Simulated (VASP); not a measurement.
Cu, 1 atom in the cell. Symmetry: Fmmm, No. 69, orthorhombic system. Conventional cell: a = 3.547 Å, b = 3.615 Å, c = 3.683 Å, α = 90.00°, β = 90.00°, γ = 90.00°. Cu (site symmetry mmm) has 12 Cu at 2.53 to 2.58 Å within 3.3 Å.  This cell differs from its parent crystal: strain +0.0187 x Voigt [1, -1, 0, 0, 0, 0].

* Program: VASP 6.6.1
* Task: single point
* Functional: PBE
* Potentials or basis: VASP PAW PBE potentials, release 64 (Cu)
* Cutoff: 520 eV
* k mesh: 22 × 22 × 22
* Occupations: gaussian, width 0.15 eV
* Spin: no spin polarisation
* Dipole correction: no
* Further INCAR settings: ALGO = Fast; EDIFF = 1e-06; NBANDS = 12

Potentials or basis: VASP PAW PBE potentials, release 64 (Cu).

Run with:

```sh
$ cat potpaw_PBE.64/Cu/POTCAR > POTCAR
$ mpirun -np 1 vasp_std > vasp.out
```

Hardware: 1 thread of AMD EPYC 7R13, with other jobs on the host.

Task: How long does it take, and how much memory?

Result: Run time: 6.5 min on 1 thread of AMD EPYC 7R13, on a shared host, peak memory 0.28 GiB. Counts: scf iterations 13, k points 1530.
